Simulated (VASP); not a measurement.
# Lu (P6_3/mmc) in VASP: a series of runs

The runs below take Lu through single point, relaxation of cell and atoms, with r2SCAN.

All numbers are computed with VASP 6.6.1; they aren't measurements. Logs are shortened: lines on timing, memory, paths and dates and some standing lists are left out, and cuts for length are marked.

## 1. The cell of the first run

It takes space group P6_3/mmc (No. 194, hexagonal). Conventional cell: a = 3.495 Å, b = 3.495 Å, c = 5.444 Å, α = 90.00°, β = 90.00°, γ = 120.00°. Within 4.5 Å of Lu (site symmetry -6m2) lie 12 Lu at 3.39 to 3.50 Å.

## 2. Single point, r2SCAN

File POSCAR:

```
Lu
1.0
    3.4953689263      0.0000000000      0.0000000000
   -1.7476844631      3.0270782858      0.0000000000
    0.0000000000      0.0000000000      5.4443956874
Lu
2
Direct
    0.3333333333      0.6666666667      0.2500000000
    0.6666666667      0.3333333333      0.7500000000
```

File INCAR.step1:

```
PREC     = Accurate       # precision mode
ENCUT    = 520            # plane-wave cutoff, eV
ISMEAR   = 0              # smearing method
SIGMA    = 0.05           # smearing width, eV
LREAL    = False          # projectors in reciprocal space
LASPH    = True           # aspherical terms in the spheres
NELM     = 60             # most SCF steps
NBANDS   = 32             # bands
GGA      = PE             # functional
ALGO     = Normal         # electronic algorithm
EDIFF    = 1E-4           # SCF threshold, eV
LWAVE    = True           # write WAVECAR
LCHARG   = False          # write CHGCAR
```

File INCAR.step2:

```
PREC     = Accurate       # precision mode
ENCUT    = 520            # plane-wave cutoff, eV
EDIFF    = 1E-6           # SCF threshold, eV
ISMEAR   = 0              # smearing method
SIGMA    = 0.05           # smearing width, eV
LREAL    = False          # projectors in reciprocal space
LASPH    = True           # aspherical terms in the spheres
NELM     = 60             # most SCF steps
ALGO     = Normal         # electronic algorithm
ISIF     = 2              # what is computed and relaxed
LWAVE    = False          # write WAVECAR
LCHARG   = False          # write CHGCAR
METAGGA  = R2SCAN         # meta-GGA
LMIXTAU  = True         
NBANDS   = 32             # bands
ISTART   = 1
```

File KPOINTS:

```
Automatic mesh
0
Gamma
  7 7 4
```

Potentials or basis: VASP PAW PBE potentials, release 64 (Lu).

Command:

```sh
$ cat potpaw_PBE.64/Lu/POTCAR > POTCAR
$ cp INCAR.step1 INCAR
$ mpirun -np 1 vasp_std > vasp.out
$ cp INCAR.step2 INCAR
$ mpirun -np 1 vasp_std > vasp.out
```

OUTCAR:

```text
PREC = Accurate
   ENCUT = 520
   EDIFF = 1E-6
   ISMEAR = 0
   LREAL = False
   LASPH = True
   NELM = 60
   ISIF = 2
   METAGGA = R2SCAN
   ISTART = 1

 ion  position               nearest neighbor table
   1  0.333  0.667  0.250-   2 3.39   2 3.39   2 3.39   2 3.39   2 3.39   2 3.39
   2  0.667  0.333  0.750-   1 3.39   1 3.39   1 3.39   1 3.39   1 3.39   1 3.39

  LATTYP: Found a hexagonal cell.
 ALAT       =     3.4953689263
 C/A-ratio  =     1.5576025885

  Lattice vectors:

 A1 = (   3.4953689263,   0.0000000000,   0.0000000000)
 A2 = (  -1.7476844631,   3.0270782858,   0.0000000000)
 A3 = (   0.0000000000,   0.0000000000,   5.4443956874)

Analysis of symmetry for initial positions (statically):
=====================================================================
 Subroutine PRICEL returns:
 Original cell was already a primitive cell.

 Routine SETGRP: Setting up the symmetry group for a
 hexagonal supercell.

 Subroutine GETGRP returns: Found 24 space group operations
 (whereof 12 operations were pure point group operations)
 out of a pool of 24 trial point group operations.

The static configuration has the point symmetry D_3d.
 The point group associated with its full space group is D_6h.

Analysis of symmetry for dynamics (positions and initial velocities):
=====================================================================
 Subroutine PRICEL returns:
 Original cell was already a primitive cell.

 Routine SETGRP: Setting up the symmetry group for a
 hexagonal supercell.

 Subroutine GETGRP returns: Found 24 space group operations
 (whereof 12 operations were pure point group operations)
 out of a pool of 24 trial point group operations.

The dynamic configuration has the point symmetry D_3d.
 The point group associated with its full space group is D_6h.

 Subroutine INISYM returns: Found 24 space group operations
 (whereof 12 operations are pure point group operations),
 and found     1 'primitive' translations

----------------------------------------------------------------------------------------

                                     Primitive cell

  volume of cell :      57.6058

  direct lattice vectors                    reciprocal lattice vectors
     3.495368926  0.000000000  0.000000000     0.286092833  0.165175774  0.000000000
    -1.747684463  3.027078286  0.000000000     0.000000000  0.330351549  0.000000000
     0.000000000  0.000000000  5.444395687     0.000000000  0.000000000  0.183675114

  length of vectors
     3.495368926  3.495368926  5.444395687     0.330351549  0.330351549  0.183675114

  position of ions in fractional coordinates (direct lattice)
     0.333333333  0.666666667  0.250000000
     0.666666667  0.333333333  0.750000000

  ion indices of the primitive-cell ions
   primitive index   ion index
                 1           1
                 2           2

----------------------------------------------------------------------------------------

 KPOINTS: Automatic mesh

Automatic generation of k-mesh.
 Grid dimensions read from file:
 generate k-points for:    7    7    4

 Generating k-lattice:

  Cartesian coordinates                     Fractional coordinates (reciprocal lattice)
     0.040870405  0.023596539  0.000000000     0.142857143  0.000000000  0.000000000
     0.000000000  0.047193078  0.000000000     0.000000000  0.142857143  0.000000000
     0.000000000  0.000000000  0.045918779     0.000000000  0.000000000  0.250000000

  Length of vectors
     0.047193078  0.047193078  0.045918779

  Shift w.r.t. Gamma in fractional coordinates (k-lattice)
     0.000000000  0.000000000  0.000000000

 Subroutine IBZKPT returns following result:
 ===========================================

 Found     24 irreducible k-points:

 Following reciprocal coordinates:
            Coordinates               Weight
  0.000000  0.000000  0.000000      1.000000
  0.142857  0.000000  0.000000      6.000000
  0.285714  0.000000  0.000000      6.000000
  0.428571  0.000000  0.000000      6.000000
  0.142857  0.142857  0.000000      6.000000
  0.285714  0.142857  0.000000     12.000000
[... 16 lines left out ...]
  0.428571  0.142857  0.500000      6.000000
  0.285714  0.285714  0.500000      6.000000
   k-points           NKPTS =     24   k-points in BZ     NKDIM =     24   number of bands    NBANDS=     32
   number of dos      NEDOS =    301   number of ions     NIONS =      2
   total plane-waves  NPLWV =  31360
   dimension x,y,z NGX =    28 NGY =   28 NGZ =   40
   dimension x,y,z NGXF=    56 NGYF=   56 NGZF=   80
   ions per type =               2
   NGX,Y,Z   is equivalent  to a cutoff of  13.32, 13.32, 12.21 a.u.
   NGXF,Y,Z  is equivalent  to a cutoff of  26.63, 26.63, 24.43 a.u.
 SYSTEM =  unknown system
   PREC   = accura    normal or accurate (medium, high low for compatibility)
   ISTART =      1    job   : 0-new  1-cont  2-samecut
   ICHARG =      0    charge: 1-file 2-atom 10-const
   ISPIN  =      1    spin polarized calculation?
   LNONCOLLINEAR =      F non collinear calculations
   LSORBIT =      F    spin-orbit coupling
   LASPH  =      T    aspherical Exc in radial PAW
   ENCUT  =  520.0 eV  38.22 Ry    6.18 a.u.   6.50  6.50 10.12*2*pi/ulx,y,z
   NELM   =     60;   NELMIN=  2; NELMDL=  0     # of ELM steps
   EDIFF  = 0.1E-05   stopping-criterion for ELM
   LREAL  =      F    real-space projection
   EDIFFG = 0.1E-04   stopping-criterion for IOM
   NSW    =      0    number of steps for IOM
   IBRION =     -1    ionic relax: 0-MD 1-quasi-New 2-CG
   NFREE  =      0    steps in history (QN), initial steepest desc. (CG)
   ISIF   =      2    stress and relaxation
   ISYM   =      2    0-nonsym 1-usesym 2-fastsym
   POTIM  = 0.5000    time-step for ionic-motion
   TEBEG  =    0.0;   TEEND  =   0.0 temperature during run
   PSTRESS=    0.0 pullay stress
   NELECT =      50.0000    total number of electrons
   NUPDOWN=      -1.0000    fix difference up-down
   EMIN   =  10.00;   EMAX   =-10.00  energy-range for DOS
   EFERMI =   0.00;   METHOD = LEGACY
   ISMEAR =     0;   SIGMA  =   0.05  broadening in eV -4-tet -1-fermi 0-gaus
   EFERMI_NEDOS =   21; number of points for ismear=-14 and -15
   IALGO  =     38    algorithm
   IMIX   =      4    mixing-type and parameters
     AMIX     =   0.40;   BMIX     =  1.00
     AMIX_MAG =   1.60;   BMIX_MAG =  1.00
  volume/ion in A,a.u.               =      28.80       194.37
  Fermi-wavevector in a.u.,A,eV,Ry     =   1.561622  2.951039 33.180048  2.438665
  Thomas-Fermi vector in A             =   2.664661
   LORBIT       =      0    0 simple, 1 ext, 2 COOP (PROOUT), +10 PAW based schemes
   METAGGA = R2SCAN    functional components
   LHFCALC =     F    Hartree Fock is set to
   AEXX    =    0.0000 exact exchange contribution
   IVDW    =     0    specifies the selected vdW correction
   LEPSILON=     F    determine dielectric tensor
   LRPA    =     F    only Hartree local field effects (RPA)
 non-spin polarized calculation
 Gauss-broadening in eV      SIGMA  =   0.05
  energy-cutoff  :      520.00
  volume of cell :       57.61
 maximum number of plane-waves:      1580
 NGX is ok and might be reduce to    28
   NGX = 13   NGY = 13   NGZ = 21

 number of electron      50.0000011 magnetization

 Free energy of the ion-electron system (eV)
  ---------------------------------------------------
  ext. energy  EPLUGINS =         0.00000000
  ---------------------------------------------------
  free energy    TOTEN  =       -76.12613802 eV

  energy without entropy =      -76.12276708  energy(sigma->0) =      -76.12445255

 E-fermi :   2.1901     XC(G=0): -11.6566

 val. band max:        2.1345831233   @ k =   0.1429   0.1429   0.2500
 cond. band min:       2.2248970175   @ k =   0.2857   0.2857   0.5000
 fundamental gap:      0.0903138942
 Fermi energy:         2.1900730803

 k-point     1 :       0.0000    0.0000    0.0000
  band No.  band energies     occupation
      1     -55.6419      2.00000
      2     -55.6009      2.00000
      3     -25.9519      2.00000
      4     -25.4962      2.00000
      5     -25.4961      2.00000
      6     -25.4070      2.00000
[... 24 lines left out ...]
     31       6.0195      0.00000
     32       6.0195      0.00000

 k-point     2 :       0.1429    0.0000    0.0000
  band No.  band energies     occupation
      1     -55.6367      2.00000
      2     -55.5994      2.00000
      3     -25.9175      2.00000
      4     -25.5616      2.00000
      5     -25.5186      2.00000
      6     -25.4755      2.00000
[... 24 lines left out ...]
     31       5.8099      0.00000
     32       5.9217      0.00000

 k-point     3 :       0.2857    0.0000    0.0000
  band No.  band energies     occupation
      1     -55.6243      2.00000
      2     -55.5966      2.00000
      3     -25.8283      2.00000
      4     -25.7103      2.00000
      5     -25.6212      2.00000
      6     -25.5660      2.00000
[... 24 lines left out ...]
     31       6.8621      0.00000
     32       7.1728      0.00000

 k-point     4 :       0.4286    0.0000    0.0000
  band No.  band energies     occupation
      1     -55.6124      2.00000
      2     -55.5964      2.00000
      3     -25.8303      2.00000
      4     -25.7312      2.00000
      5     -25.7288      2.00000
      6     -25.6021      2.00000
[... 24 lines left out ...]
     31       8.4231      0.00000
     32       8.6786      0.00000

 k-point     5 :       0.1429    0.1429    0.0000
  band No.  band energies     occupation
      1     -55.6279      2.00000
      2     -55.5972      2.00000
      3     -25.8554      2.00000
      4     -25.6427      2.00000
      5     -25.6202      2.00000
      6     -25.5248      2.00000
[... 584 lines left out ...]
     31       7.6641      0.00000
     32       7.6641      0.00000

 k-point    22 :       0.2857    0.1429    0.5000
  band No.  band energies     occupation
      1     -55.6057      2.00000
      2     -55.6057      2.00000
      3     -25.8353      2.00000
      4     -25.8353      2.00000
      5     -25.5779      2.00000
      6     -25.5779      2.00000
[... 24 lines left out ...]
     31       8.1512      0.00000
     32       8.1512      0.00000

 k-point    23 :       0.4286    0.1429    0.5000
  band No.  band energies     occupation
      1     -55.6027      2.00000
      2     -55.6027      2.00000
      3     -25.8758      2.00000
      4     -25.8758      2.00000
      5     -25.6020      2.00000
      6     -25.6020      2.00000
[... 24 lines left out ...]
     31       8.5329      0.00000
     32       8.5329      0.00000

 k-point    24 :       0.2857    0.2857    0.5000
  band No.  band energies     occupation
      1     -55.6019      2.00000
      2     -55.6019      2.00000
      3     -25.8410      2.00000
      4     -25.8410      2.00000
      5     -25.6653      2.00000
      6     -25.6653      2.00000
[... 24 lines left out ...]
     31       8.2230      0.00000
     32       8.2230      0.00000

------------------------ aborting loop because EDIFF is reached ----------------------------------------

  FORCE on cell =-STRESS in cart. coord.  units (eV):
  Direction    XX          YY          ZZ          XY          YZ          ZX
  --------------------------------------------------------------------------------------
  -------------------------------------------------------------------------------------
  Total        0.1088373      0.1088373      0.1261154      0.0000000      0.0000000     -0.0000000
  in kB        3.0270660      3.0270660      3.5076193      0.0000000      0.0000000     -0.0000000
  external PRESSURE =       3.1872504 kB  Pullay stress =       0.0000000 kB

 VOLUME and BASIS-vectors are now :
 -----------------------------------------------------------------------------
  energy-cutoff  :      520.00
  volume of cell :       57.61
      direct lattice vectors                 reciprocal lattice vectors
     3.495368926  0.000000000  0.000000000     0.286092833  0.165175774  0.000000000
    -1.747684463  3.027078286  0.000000000     0.000000000  0.330351549  0.000000000
     0.000000000  0.000000000  5.444395687     0.000000000  0.000000000  0.183675114

 POSITION                                       TOTAL-FORCE (eV/Angst)
 -----------------------------------------------------------------------------------
     -0.00000      2.01805      1.36110        -0.000000      0.000000      0.000000
      1.74768      1.00903      4.08330         0.000000     -0.000000      0.000000
 -----------------------------------------------------------------------------------
    total drift:                               -0.000000      0.000000     -0.000000

  FREE ENERGIE OF THE ION-ELECTRON SYSTEM (eV)
  ---------------------------------------------------
  free  energy   TOTEN  =       -76.1261380170 eV

  energy  without entropy=      -76.1227670809  energy(sigma->0) =      -76.12445255
```

Run time: 5.5 min. Hardware: 1 thread of AMD EPYC 7R43 (Zen 3), shared host; peak memory 0.17 GiB.

Results:

```
Free energy            : -76.1261 eV
Pressure               : 0.3 GPa
Band gap on the k mesh : zero (bands 25 and 26 overlap by 2.00 eV)
```

Levels at points of the mesh, in eV from the Fermi level:
| k point | band 21 | band 22 | band 23 | band 24 | band 25 | band 26 | band 27 | band 28 |
| --- | --- | --- | --- | --- | --- | --- | --- | --- |
| (0.00, 0.00, 0.00) | -5.02 | -5.00 | -5.00 | -2.41 | 0.61 | 2.46 | 2.46 | 2.97 |
| (0.00, 0.00, 0.50) | -5.00 | -5.00 | -4.53 | -4.53 | 1.38 | 1.38 | 2.37 | 2.37 |

Caveat: the PAW data sets were made with another functional, which shifts forces and pressure a little; spin-orbit coupling is left out, which moves the levels of the heavy elements.

## 3. Relaxation of cell and atoms, r2SCAN

This run uses another cell than the first one, of 29.50 Å³/atom.

File POSCAR:

```
Lu
1.0
    3.5031000000      0.0000000000      0.0000000000
   -1.7515500000      3.0337740000      0.0000000000
    0.0000000000      0.0000000000      5.5509000000
Lu
2
Direct
    0.3333333333      0.6666666667      0.2500000000
    0.6666666667      0.3333333333      0.7500000000
```

File INCAR.step1:

```
SYSTEM = Lu
PREC     = Accurate       ! precision mode
ENCUT    = 600            ! plane-wave cutoff, eV
ISMEAR   = 0              ! smearing method
SIGMA    = 0.05           ! smearing width, eV
LREAL    = .FALSE.        ! projectors in reciprocal space
LASPH    = .TRUE.         ! aspherical terms in the spheres
NELM     = 60             ! most SCF steps
GGA      = PE             ! functional
ALGO     = Normal         ! electronic algorithm
EDIFF    = 1E-4           ! SCF threshold, eV
LWAVE    = .TRUE.         ! write WAVECAR
LCHARG   = .FALSE.        ! write CHGCAR
```

File INCAR.step2:

```
SYSTEM = Lu
PREC     = Accurate       ! precision mode
ENCUT    = 600            ! plane-wave cutoff, eV
EDIFF    = 1E-7           ! SCF threshold, eV
ISMEAR   = 0              ! smearing method
SIGMA    = 0.05           ! smearing width, eV
LREAL    = .FALSE.        ! projectors in reciprocal space
LASPH    = .TRUE.         ! aspherical terms in the spheres
NELM     = 60             ! most SCF steps
ALGO     = Normal         ! electronic algorithm
ISIF     = 3              ! what is computed and relaxed
LWAVE    = .FALSE.        ! write WAVECAR
LCHARG   = .FALSE.        ! write CHGCAR
METAGGA  = R2SCAN         ! meta-GGA
LMIXTAU  = .TRUE.       
IBRION   = 2              ! ionic algorithm
NSW      = 80             ! ionic steps
EDIFFG   = -0.01          ! ionic threshold
ISTART   = 1
```

File KPOINTS:

```
Automatic mesh
0
G
  7 7 4
  0 0 0
```

Potentials or basis: VASP PAW PBE potentials, release 64 (Lu).

Command:

```sh
$ cat potpaw_PBE.64/Lu/POTCAR > POTCAR
$ cp INCAR.step1 INCAR
$ mpirun -np 1 vasp_std > vasp.out
$ cp INCAR.step2 INCAR
$ mpirun -np 1 vasp_std > vasp.out
```

It took 33 min on 1 thread of AMD EPYC 7R43 (Zen 3), shared host; peak memory 0.19 GiB.

It converged, with:

| Quantity | Value |
| --- | --- |
| Free energy | -76.1299 eV |
| Relaxed volume | 29.03 Å³/atom |
| Relaxed cell | a = 3.505 Å, b = 3.505 Å, c = 5.456 Å, α = 90.00°, β = 90.00°, γ = 120.00° |
| Space group after relaxing (to 0.1 Å) | P6_3/mmc (No. 194) |
| Energy gained by relaxing | 2.5 meV/atom |
| Ionic steps | 4 |
| Pressure after relaxing | 0.0 GPa |
| Band gap on the k mesh | zero (bands 25 and 26 overlap by 2.00 eV) |

The path:
```tsv
step	energy change (eV)	largest force (eV/Å)	pressure (GPa)	volume (Å³)
1	0.0000	0.0000	-0.73	58.99
2	-0.0046	0.0000	0.17	57.85
3	-0.0046	0.0000	0.15	57.87
4	-0.0050	0.0000	-0.03	58.06
```

Final structure:
```xyz
2
Lattice="3.5055 0.0000 0.0000 -1.7527 3.0358 0.0000 0.0000 0.0000 5.4562" Properties=species:S:1:pos:R:3 pbc="T T T"
Lu    0.0000    2.0239    1.3641
Lu    1.7527    1.0119    4.0922
```

Levels at points of the mesh, in eV from the Fermi level:
| k point | band 21 | band 22 | band 23 | band 24 | band 25 | band 26 | band 27 | band 28 |
| --- | --- | --- | --- | --- | --- | --- | --- | --- |
| (0.00, 0.00, 0.00) | -5.03 | -5.02 | -5.01 | -2.39 | 0.59 | 2.45 | 2.45 | 2.96 |
| (0.00, 0.00, 0.50) | -5.02 | -5.02 | -4.52 | -4.52 | 1.39 | 1.39 | 2.36 | 2.36 |

Caveat: the PAW data sets were made with another functional, which shifts forces and pressure a little; spin-orbit coupling is left out, which moves the levels of the heavy elements.

The gap in the log of VASP goes by the Fermi energy; the results here count the filled bands.